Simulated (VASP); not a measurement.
Ta2N, 3 atoms in the cell. The typed cell holds 3 atoms: a = 3.113 Å, b = 3.113 Å, c = 4.870 Å, α = 90.00°, β = 90.00°, γ = 120.00°. 

| Quantity | Value |
| --- | --- |
| Program | VASP 6.6.1 |
| Task | single point |
| Functional | LDA |
| Potentials or basis | VASP PAW LDA potentials, release 64 (Ta_pv, N) |
| Cutoff | 520 eV |
| k mesh | 8 × 8 × 5 |
| Occupations | methfessel-paxton, width 0.1 eV |
| Spin | no spin polarisation |
| Dipole correction | no |
| Further INCAR settings | ALGO = Normal; EDIFF = 1e-06; NBANDS = 20 |

Potentials or basis: VASP PAW LDA potentials, release 64 (Ta_pv, N).

Run with:

```sh
$ cat potpaw_LDA.64/Ta_pv/POTCAR potpaw_LDA.64/N/POTCAR > POTCAR
$ mpirun -np 1 vasp_std > vasp.out
```

Hardware: 1 thread of Intel(R) Xeon(R) Platinum 8488C (Sapphire Rapids), with other jobs on the host.

Task: How long does it take, and how much memory?

Result: Run time: 47 s on 1 thread of Intel(R) Xeon(R) Platinum 8488C (Sapphire Rapids), with other jobs on the host, peak memory 0.23 GiB. Counts: scf iterations 13, k points 162.
